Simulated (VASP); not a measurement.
Here is a VASP 6.6.1 calculation.

The input INCAR:

```
SYSTEM = NaCl
ALGO = Normal ; EDIFF = 1E-7
ENCUT = 520 ; GGA = PS
ISIF = 2 ; ISMEAR = -1
LASPH = .True. ; LCHARG = .False.
LREAL = .False. ; LWAVE = .False.
NBANDS = 14 ; NELM = 60
PREC = Accurate ; SIGMA = 0.05
```

Contents of KPOINTS:

```
k-points
0
Gamma
  8 8 8
  0 0 0
```

POSCAR

```
NaCl
1.0
    0.0000000000      2.6740596642      2.6740596642
    2.6740596642      0.0000000000      2.6740596642
    2.6740596642      2.6740596642      0.0000000000
Cl Na
1 1
Direct
    0.5000000000      0.5000000000      0.5000000000
    0.0000000000      0.0000000000      0.0000000000
```

Potentials or basis: VASP PAW PBE potentials, release 64 (Cl, Na_pv).

The run is started by

```console
$ cat potpaw_PBE.64/Cl/POTCAR potpaw_PBE.64/Na_pv/POTCAR > POTCAR
$ mpirun -np 1 vasp_std > vasp.out
```

Question: What does it give for the pressure?

Answer: 5.1 GPa.

Question: What does it give for the band gap on the k mesh?

Answer: 5.59 eV.

Caveat: the cell stands under pressure; the PAW data sets were made with another functional, which shifts forces and pressure a little.
